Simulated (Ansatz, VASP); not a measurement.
Two plane-wave programs on SnO2

```
Sn O
1.0
    -2.00550    2.00550    5.12274
     2.00550   -2.00550    5.12274
     2.00550    2.00550   -5.12274
Sn O
2 4
Direct
  0.75000 0.25000 0.50000
  0.00000 0.00000 0.00000
  0.71217 0.71217 0.00000
  0.95292 0.45292 0.50000
  0.20292 0.20292 0.00000
  0.54708 0.04708 0.50000
```

Alike in both runs: task single point; functional PBEsol; k mesh 10 × 10 × 10; occupations gaussian, width 0.05 eV; no spin polarisation.

|  | VASP | Ansatz |
| --- | --- | --- |
| version | VASP 6.6.1 | Ansatz 0.2.0 |
| potentials or method | VASP PAW PBE potentials, release 64 (Sn_d, O), cutoff 520 eV | scalar-relativistic, plane waves, PAW |
| valence electrons in the cell | 52 | 52 |

VASP gave:

* gap on the k mesh at the Fermi level (eV): none
* pressure (GPa): -0.6
* traceless stress, the component that is largest in VASP (GPa): -0.79
* rms of the force components (eV/Å): 0.969

Task: Which values does Ansatz return?

Result: gap on the k mesh at the Fermi level (eV): none; pressure (GPa): -1.2; traceless stress, the component that is largest in VASP (GPa): -0.77; rms of the force components (eV/Å): 0.972.

VASP's potentials were made for PBE, not for PBEsol, and Ansatz warns of the same on its side. Atom by atom the forces differ by 0.023 eV/Å (rms over components). A gap of «none» marks a metal or a gap that the smearing closes.
